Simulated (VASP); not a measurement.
# AlCo (Pm-3m) in VASP: a series of runs

AlCo is run at these levels: PBEsol; tasks: elastic constants.

Everything below comes from runs of VASP 6.6.1. Logs are shortened: lines on timing, memory, paths and dates and some standing lists are left out, and cuts for length are marked.

### 1 The cell of the first run

The structure is cubic, space group Pm-3m (No. 221). Conventional cell: a = 2.780 Å, b = 2.780 Å, c = 2.780 Å, α = 90.00°, β = 90.00°, γ = 90.00°. Within 3.2 Å of Al (site symmetry m-3m) lie 8 Co at 2.41 Å and 6 Al at 2.78 Å. Within 3.2 Å of Co (site symmetry m-3m) lie 8 Al at 2.41 Å and 6 Co at 2.78 Å.

### 2 Elastic constants, PBEsol

The input, INCAR:

```
  ALGO = Normal
  EDIFF = 1E-8
  ENCUT = 600
  GGA = PS
  IBRION = 6
  ISIF = 3
  ISMEAR = -1
  LASPH = True
  LCHARG = False
  LREAL = False
  LWAVE = False
  NBANDS = 13
  NELM = 60
  NFREE = 2
  NSW = 1
  POTIM = 0.015
  PREC = Accurate
  SIGMA = 0.1
```

The input, KPOINTS:

```
k-points
0
Gamma
  16 16 16
```

The input, POSCAR:

```
AlCo
1.0
    2.7796362121      0.0000000000      0.0000000000
    0.0000000000      2.7796362121      0.0000000000
    0.0000000000      0.0000000000      2.7796362121
Al Co
1 1
Direct
    0.0000000000      0.0000000000      0.0000000000
    0.5000000000      0.5000000000      0.5000000000
```

Potentials or basis: VASP PAW PBE potentials, release 64 (Al, Co).

The run is started by

```bash
$ cat potpaw_PBE.64/Al/POTCAR potpaw_PBE.64/Co/POTCAR > POTCAR
$ mpirun -np 1 vasp_std > vasp.out
```

OUTCAR:

```text
EDIFF = 1E-8
   ENCUT = 600
   GGA = PS
   IBRION = 6
   ISIF = 3
   ISMEAR = -1
   LASPH = True
   LREAL = False
   NELM = 60
   NFREE = 2
   NSW = 1
   POTIM = 0.015
   PREC = Accurate

 ion  position               nearest neighbor table
   1  0.000  0.000  0.000-   2 2.41   2 2.41   2 2.41   2 2.41   2 2.41   2 2.41   2 2.41   2 2.41

   2  0.500  0.500  0.500-   1 2.41   1 2.41   1 2.41   1 2.41   1 2.41   1 2.41   1 2.41   1 2.41

  LATTYP: Found a simple cubic cell.
 ALAT       =     2.7796362121

  Lattice vectors:

 A1 = (   2.7796362121,   0.0000000000,   0.0000000000)
 A2 = (   0.0000000000,   2.7796362121,   0.0000000000)
 A3 = (   0.0000000000,   0.0000000000,   2.7796362121)

Analysis of symmetry for initial positions (statically):
=====================================================================
 Subroutine PRICEL returns:
 Original cell was already a primitive cell.

 Routine SETGRP: Setting up the symmetry group for a
 simple cubic supercell.

 Subroutine GETGRP returns: Found 48 space group operations
 (whereof 48 operations were pure point group operations)
 out of a pool of 48 trial point group operations.

The static configuration has the point symmetry O_h .

Analysis of symmetry for dynamics (positions and initial velocities):
=====================================================================
 Subroutine PRICEL returns:
 Original cell was already a primitive cell.

 Routine SETGRP: Setting up the symmetry group for a
 simple cubic supercell.

 Subroutine GETGRP returns: Found 48 space group operations
 (whereof 48 operations were pure point group operations)
 out of a pool of 48 trial point group operations.

The dynamic configuration has the point symmetry O_h .

 Subroutine INISYM returns: Found 48 space group operations
 (whereof 48 operations are pure point group operations),
 and found     1 'primitive' translations

----------------------------------------------------------------------------------------

                                     Primitive cell

  volume of cell :      21.4765

  direct lattice vectors                    reciprocal lattice vectors
     2.779636212  0.000000000  0.000000000     0.359759308  0.000000000  0.000000000
     0.000000000  2.779636212  0.000000000     0.000000000  0.359759308  0.000000000
     0.000000000  0.000000000  2.779636212     0.000000000  0.000000000  0.359759308

  length of vectors
     2.779636212  2.779636212  2.779636212     0.359759308  0.359759308  0.359759308

  position of ions in fractional coordinates (direct lattice)
     0.000000000  0.000000000  0.000000000
     0.500000000  0.500000000  0.500000000

  ion indices of the primitive-cell ions
   primitive index   ion index
                 1           1
                 2           2

----------------------------------------------------------------------------------------

 KPOINTS: k-points

Automatic generation of k-mesh.
 Grid dimensions read from file:
 generate k-points for:   16   16   16

 Generating k-lattice:

  Cartesian coordinates                     Fractional coordinates (reciprocal lattice)
     0.022484957  0.000000000  0.000000000     0.062500000  0.000000000  0.000000000
     0.000000000  0.022484957  0.000000000     0.000000000  0.062500000  0.000000000
     0.000000000  0.000000000  0.022484957     0.000000000  0.000000000  0.062500000

  Length of vectors
     0.022484957  0.022484957  0.022484957

  Shift w.r.t. Gamma in fractional coordinates (k-lattice)
     0.000000000  0.000000000  0.000000000

 Subroutine IBZKPT returns following result:
 ===========================================

 Found    165 irreducible k-points:

 Following reciprocal coordinates:
            Coordinates               Weight
  0.000000  0.000000  0.000000      1.000000
  0.062500  0.000000  0.000000      6.000000
  0.125000  0.000000  0.000000      6.000000
  0.187500  0.000000  0.000000      6.000000
  0.250000  0.000000  0.000000      6.000000
  0.312500  0.000000  0.000000      6.000000
[... 16 lines left out ...]
  0.437500  0.125000  0.000000     24.000000
  0.500000  0.125000  0.000000     12.000000
[... 41 lines left out ...]
  Fermi-wavevector in a.u.,A,eV,Ry     =   1.348385  2.548078 24.737330  1.818142
  Thomas-Fermi vector in A             =   2.476058
   LORBIT       =      0    0 simple, 1 ext, 2 COOP (PROOUT), +10 PAW based schemes
   GGA     = PS    functional components
   LHFCALC =     F    Hartree Fock is set to
   AEXX    =    0.0000 exact exchange contribution
   IVDW    =     0    specifies the selected vdW correction
   LEPSILON=     F    determine dielectric tensor
   LRPA    =     F    only Hartree local field effects (RPA)
 finite differences with symmetry
 non-spin polarized calculation
  energy-cutoff  :      600.00
  volume of cell :       21.48
 maximum number of plane-waves:       739
 NGX is ok and might be reduce to    24
   NGX = 11   NGY = 11   NGZ = 11

--------------------------------------- Ionic step        1  -------------------------------------------

 number of electron      12.0000003 magnetization

 Free energy of the ion-electron system (eV)
  ---------------------------------------------------
  ext. energy  EPLUGINS =         0.00000000
  ---------------------------------------------------
  free energy    TOTEN  =       -13.06358019 eV

  energy without entropy =      -13.03772147  energy(sigma->0) =      -13.05065083

------------------------ aborting loop because EDIFF is reached ----------------------------------------

  FORCE on cell =-STRESS in cart. coord.  units (eV):
  Direction    XX          YY          ZZ          XY          YZ          ZX
  --------------------------------------------------------------------------------------
  -------------------------------------------------------------------------------------
  Total        1.3469846      1.3469846      1.3469846     -0.0000000      0.0000000     -0.0000000
  in kB      100.4868734    100.4868734    100.4868734     -0.0000000      0.0000000     -0.0000000
  external PRESSURE =     100.4868734 kB  Pullay stress =       0.0000000 kB
[... 89 lines left out ...]
  FREE ENERGIE OF THE ION-ELECTRON SYSTEM (eV)
  ---------------------------------------------------
  free  energy   TOTEN  =       -13.0375917271 eV

  energy  without entropy=      -13.0122559539  energy(sigma->0) =      -13.02492384

[... ionic steps 4 to 14 ...]

--------------------------------------- Ionic step       15  -------------------------------------------

 number of electron      12.0000003 magnetization

------------------------ aborting loop because EDIFF is reached ----------------------------------------
[... 67 lines left out ...]
--------------------------------------- Ionic step       17  -------------------------------------------

 number of electron      12.0000001 magnetization

 Free energy of the ion-electron system (eV)
  ---------------------------------------------------
  ext. energy  EPLUGINS =         0.00000000
  ---------------------------------------------------
  free energy    TOTEN  =       -13.06253418 eV

  energy without entropy =      -13.03667711  energy(sigma->0) =      -13.04960565

 E-fermi :  11.4409     XC(G=0): -12.7570

 val. band max:       11.4205276354   @ k =   0.4375   0.3750   0.3750
 cond. band min:      11.4448742694   @ k =   0.0625   0.5000   0.3750
 fundamental gap:      0.0243466340
 Fermi energy:        11.4409429201

 k-point     1 :       0.0000    0.0000    0.0000
  band No.  band energies     occupation
      1      -0.1024      2.00000
      2       8.1450      2.00000
      3       8.1453      2.00000
      4      10.5740      1.99966
      5      10.5743      1.99966
      6      10.5743      1.99966
      7      17.8361      0.00000
      8      17.8363      0.00000
      9      17.8363      0.00000
     10      20.5517      0.00000
     11      20.5522      0.00000
     12      28.1250      0.00000
     13      34.0149      0.00000
[... 354 lines left out ...]
  band No.  band energies     occupation
      1       4.6209      2.00000
      2       4.7695      2.00000
      3       8.8817      2.00000
      4       9.4906      2.00000
      5       9.6372      2.00000
      6      10.5563      1.99971
      7      11.6783      0.17035
      8      19.1317      0.00000
      9      20.4516      0.00000
     10      23.0091      0.00000
     11      23.9256      0.00000
     12      24.0805      0.00000
     13      28.6641      0.00000

 [... further k-points ...]

------------------------ aborting loop because EDIFF is reached ----------------------------------------

  FORCE on cell =-STRESS in cart. coord.  units (eV):
  Direction    XX          YY          ZZ          XY          YZ          ZX
  --------------------------------------------------------------------------------------
  -------------------------------------------------------------------------------------
  Total        1.3477628      1.3503669      1.3503669      0.0000000      0.0000000      0.0000000
  in kB      100.5449298    100.7391978    100.7391978      0.0000000      0.0000000      0.0000000
  external PRESSURE =     100.6744418 kB  Pullay stress =       0.0000000 kB
[... 17 lines left out ...]
  FREE ENERGIE OF THE ION-ELECTRON SYSTEM (eV)
  ---------------------------------------------------
  free  energy   TOTEN  =       -13.0625341841 eV

  energy  without entropy=      -13.0366771139  energy(sigma->0) =      -13.04960565

 INTERNAL STRAIN TENSORS FROM STRAINED CELLS
 ============================================

 INTERNAL STRAIN TENSOR FOR ION    1 for displacements in x,y,z  (eV/Angst):
          X           Y           Z          XY          YZ          ZX
  --------------------------------------------------------------------------------
  x     0.00000     0.00000     0.00000     0.00000     0.00000     0.00000
  y     0.00000     0.00000     0.00000     0.00000     0.00000     0.00000
  z     0.00000     0.00000     0.00000     0.00000     0.00000     0.00000

 INTERNAL STRAIN TENSORS FROM DISPLACED ATOMS
 ============================================

 INTERNAL STRAIN TENSOR FOR ION    1 for displacements in x,y,z  (eV/Angst):
          X           Y           Z          XY          YZ          ZX
  --------------------------------------------------------------------------------
  x     0.00000     0.00000     0.00000     0.00000     0.00000     0.00000
  y     0.00000     0.00000     0.00000     0.00000     0.00000     0.00000
  z     0.00000     0.00000     0.00000     0.00000     0.00000     0.00000

 INTERNAL STRAIN TENSOR FOR ION    2 for displacements in x,y,z  (eV/Angst):
          X           Y           Z          XY          YZ          ZX
  --------------------------------------------------------------------------------
  x     0.00000     0.00000     0.00000     0.00000     0.00000     0.00000
  y     0.00000     0.00000     0.00000     0.00000     0.00000     0.00000
  z     0.00000     0.00000     0.00000     0.00000     0.00000     0.00000

 Eigenvectors and eigenvalues of the dynamical matrix
 ----------------------------------------------------

   1 f  =   11.076580 THz    69.596205 2PiTHz  369.474943 cm-1    45.809034 meV
             X         Y         Z           dx          dy          dz
      0.000000  0.000000  0.000000    -0.000000   -0.000000   -0.828175
      1.389818  1.389818  1.389818    -0.000000   -0.000000    0.560470
[... 21 lines left out ...]
   6 f/i=    0.000952 THz     0.005980 2PiTHz    0.031748 cm-1     0.003936 meV
             X         Y         Z           dx          dy          dz
      0.000000  0.000000  0.000000     0.541676   -0.016215   -0.143005
      1.389818  1.389818  1.389818     0.800405   -0.023960   -0.211310

--------------------------------------------------------------------------------------------------------

 ELASTIC MODULI CONTR FROM IONIC RELAXATION (kBar)
 Direction    XX          YY          ZZ          XY          YZ          ZX
 --------------------------------------------------------------------------------
 XX           0.0000      0.0000      0.0000      0.0000      0.0000      0.0000
 YY           0.0000      0.0000      0.0000      0.0000      0.0000      0.0000
 ZZ           0.0000      0.0000      0.0000      0.0000      0.0000      0.0000
 XY           0.0000      0.0000      0.0000      0.0000      0.0000      0.0000
 YZ           0.0000      0.0000      0.0000      0.0000      0.0000      0.0000
 ZX           0.0000      0.0000      0.0000      0.0000      0.0000      0.0000
 --------------------------------------------------------------------------------

 TOTAL ELASTIC MODULI (kBar)
 Direction    XX          YY          ZZ          XY          YZ          ZX
 --------------------------------------------------------------------------------
 XX        3555.5273   1595.4624   1595.4624      0.0000      0.0000     -0.0000
 YY        1595.4624   3555.5273   1595.4624     -0.0000      0.0000      0.0000
 ZZ        1595.4624   1595.4624   3555.5273     -0.0000     -0.0000     -0.0000
 XY           0.0000     -0.0000     -0.0000   1747.3172      0.0000      0.0000
 YZ           0.0000      0.0000     -0.0000      0.0000   1747.3172      0.0000
 ZX          -0.0000      0.0000     -0.0000      0.0000      0.0000   1747.3172
 --------------------------------------------------------------------------------
```

Wall time 21 min (1 thread of Intel Xeon Platinum 8488C (Sapphire Rapids), shared host); peak memory 0.75 GiB.

Results:

* Elastic constants C11, C12, C44: 356, 160, 175 GPa
* Voigt bulk modulus: 225 GPa
* Highest phonon frequency at Γ: 369 cm⁻¹

Phonon frequencies in cm⁻¹ (negative: imaginary):
| q point | frequencies |
| --- | --- |
| (0.000, 0.000, 0.000) | 0 0 0 369 369 369 |

Elastic tensor in Voigt notation (GPa, in the Cartesian axes of the cell as first typed):
```
356 160 160   0   0   0
160 356 160   0   0   0
160 160 356   0   0   0
  0   0   0 175   0   0
  0   0   0   0 175   0
  0   0   0   0   0 175
```

Clamped-ion elastic tensor (GPa):
```
356 160 160   0   0   0
160 356 160   0   0   0
160 160 356   0   0   0
  0   0   0 175   0   0
  0   0   0   0 175   0
  0   0   0   0   0 175
```

Caveat: the cell is under stress, which shifts elastic constants; the PAW data sets were made with another functional, which shifts forces and pressure a little; the run has no spin polarisation, though such a crystal can be magnetic.

### 3 Elastic constants, PBEsol

This run uses another cell than the first one, of 10.88 Å³/atom.

The input, INCAR:

```
SYSTEM = AlCo
PREC     = Accurate       ! precision mode
ENCUT    = 600            ! plane-wave cutoff, eV
EDIFF    = 1E-8           ! SCF threshold, eV
ISMEAR   = -1             ! smearing method
SIGMA    = 0.1            ! smearing width, eV
LREAL    = .False.        ! projectors in reciprocal space
LASPH    = .True.         ! aspherical terms in the spheres
NELM     = 100            ! most SCF steps
ALGO     = Normal         ! electronic algorithm
ISIF     = 3              ! what is computed and relaxed
LWAVE    = .False.        ! write WAVECAR
LCHARG   = .False.        ! write CHGCAR
GGA      = PS             ! functional
NBANDS   = 13             ! bands
IBRION   = 6              ! ionic algorithm
NFREE    = 2            
POTIM    = 0.015          ! step
NSW      = 1              ! ionic steps
```

The input, KPOINTS:

```
Automatic mesh
0
Gamma
  16 16 16
  0 0 0
```

The input, POSCAR:

```
AlCo
1.0
    2.7920097446      0.0000000000      0.0000000000
    0.0000000000      2.7920097446      0.0000000000
    0.0000000000      0.0000000000      2.7920097446
Al Co
1 1
Direct
    0.0000000000      0.0000000000      0.0000000000
    0.5000000000      0.5000000000      0.5000000000
```

Potentials or basis: VASP PAW PBE potentials, release 64 (Al, Co).

The run is started by

```bash
$ cat potpaw_PBE.64/Al/POTCAR potpaw_PBE.64/Co/POTCAR > POTCAR
$ mpirun -np 1 vasp_std > vasp.out
```

Wall time 18 min (1 thread of Intel Xeon Platinum 8488C (Sapphire Rapids), shared host); peak memory 0.76 GiB.

Results (log left out):

| Quantity | Value |
| --- | --- |
| Elastic constants C11, C12, C44 | 340, 153, 168 GPa |
| Voigt bulk modulus | 215 GPa |
| Highest phonon frequency at Γ | 361 cm⁻¹ |

Phonon frequencies in cm⁻¹ (negative: imaginary):
```tsv
q point	frequencies
(0.000, 0.000, 0.000)	0 0 0 361 361 361
```

Elastic tensor in Voigt notation (GPa, in the Cartesian axes of the cell as first typed):
```
340 153 153   0   0   0
153 340 153   0   0   0
153 153 340   0   0   0
  0   0   0 168   0   0
  0   0   0   0 168   0
  0   0   0   0   0 168
```

Clamped-ion elastic tensor (GPa):
```
340 153 153   0   0   0
153 340 153   0   0   0
153 153 340   0   0   0
  0   0   0 168   0   0
  0   0   0   0 168   0
  0   0   0   0   0 168
```

Caveat: the cell is under stress, which shifts elastic constants; the PAW data sets were made with another functional, which shifts forces and pressure a little; the run has no spin polarisation, though such a crystal can be magnetic.
